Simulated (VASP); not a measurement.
Input of a VASP 6.6.1 run:

File INCAR:

```
  PREC = Accurate
  ENCUT = 520
  EDIFF = 1E-6
  ISMEAR = -1
  SIGMA = 0.05
  LREAL = False
  LASPH = True
  NELM = 100
  ALGO = Normal
  ISIF = 2
  LWAVE = False
  LCHARG = False
  GGA = PE
  NBANDS = 11
```

File KPOINTS:

```
Automatic mesh
0
Gamma
  18 18 18
```

File POSCAR:

```
SiC
1.0
    0.0000000000      1.7292865305      1.7292865305
    1.7292865305      0.0000000000      1.7292865305
    1.7292865305      1.7292865305      0.0000000000
Si C
1 1
Direct
    0.0000000000      0.0000000000      0.0000000000
    0.5000000000      0.5000000000      0.5000000000
```

Potentials or basis: VASP PAW PBE potentials, release 64 (Si, C).

The run is started by

```sh
$ cat potpaw_PBE.64/Si/POTCAR potpaw_PBE.64/C/POTCAR > POTCAR
$ mpirun -np 1 vasp_std > vasp.out
```

Q: Estimate the band gap on the k mesh.

A: Zero (band 4 reaches 21.10 eV, above the bottom of band 5 at 20.91 eV).

Q: Predict the pressure.

A: 319.5 GPa.
